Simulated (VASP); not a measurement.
**Tl: single point with PBEsol+D3(BJ)**

The system is Tl.

```
CELL_PARAMETERS angstrom
3.59564 0.00000 0.00000
0.00000 3.59564 0.00000
0.00000 0.00000 3.59564
ATOMIC_POSITIONS crystal
Tl 0.50000 0.50000 0.50000
```

```yaml
Program: VASP 6.6.1
Task: single point
Functional: PBEsol
Dispersion: D3(BJ)
Potentials_or_basis: VASP PAW PBE potentials, release 64 (Tl_d)
Cutoff: 500 eV
k_mesh: 7 × 7 × 7
Occupations: methfessel-paxton, width 0.05 eV
Spin: no spin polarisation
Dipole_correction: no
Further_INCAR_settings: ALGO = Normal; EDIFF = 1e-06; NBANDS = 12
```

The pressure is -3.3 GPa. The dispersion energy per atom is -0.280 eV.

Levels at points of the mesh, in eV from the Fermi level:
```tsv
k point	band 3	band 4	band 5	band 6	band 7	band 8	band 9	band 10
(0.00, 0.00, 0.00)	-11.54	-11.54	-11.54	-8.19	4.90	4.90	4.90	6.57
```

It took 3.9 s on 1 thread of Intel(R) Xeon(R) 6975P-C (Granite Rapids), on a shared host, peak memory 0.16 GiB.

Caveat: the PAW data sets were made with another functional, which shifts forces and pressure a little; spin-orbit coupling is left out, which moves the levels of the heavy elements; pairwise dispersion overbinds metals, which lowers pressure and volume.
